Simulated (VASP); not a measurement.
Wanted: the native input for a VASP 6.6.1 run.

- Task: single point
- Functional: PBE
- Dispersion: D3(BJ)
- Potentials or basis: VASP PAW PBE potentials, release 64 (Al, N)
- Cutoff: 520 eV
- k mesh: 10 × 10 × 10
- Occupations: gaussian, width 0.02 eV
- Spin: no spin polarisation
- Dipole correction: no
- Further INCAR settings: ALGO = Normal; EDIFF = 1e-07; NBANDS = 11

The structure of AlN lies in POSCAR:

```
AlN
1.0
    0.0000000000      2.1861794075      2.1861794075
    2.1861794075      0.0000000000      2.1861794075
    2.1861794075      2.1861794075      0.0000000000
Al N
1 1
Direct
    0.0000000000      0.0000000000      0.0000000000
    0.7500000000      0.7500000000      0.7500000000
```

One way to write it, as run:

INCAR

```
SYSTEM = AlN
PREC = Accurate
ENCUT = 520
EDIFF = 1E-7
ISMEAR = 0
SIGMA = 0.02
LREAL = .False.
LASPH = .True.
NELM = 100
ALGO = Normal
ISIF = 2
LWAVE = .False.
LCHARG = .False.
GGA = PE
IVDW = 12
NBANDS = 11
```

KPOINTS

```
Automatic mesh
0
Gamma
  10 10 10
  0 0 0
```

Potentials or basis: VASP PAW PBE potentials, release 64 (Al, N).

Launch:

```sh
$ cat potpaw_PBE.64/Al/POTCAR potpaw_PBE.64/N/POTCAR > POTCAR
$ mpirun -np 1 vasp_std > vasp.out
```

It gave:

```yaml
Pressure: -0.3 GPa
Band_gap_on_the_k_mesh: 3.32 eV, indirect (least direct gap 4.17 eV)
Dispersion_energy_per_atom: -0.269 eV
```

It took 7.8 s on 1 thread of AMD EPYC 7R13 Processor (Zen 3), with other jobs on the host, peak memory 0.12 GiB.
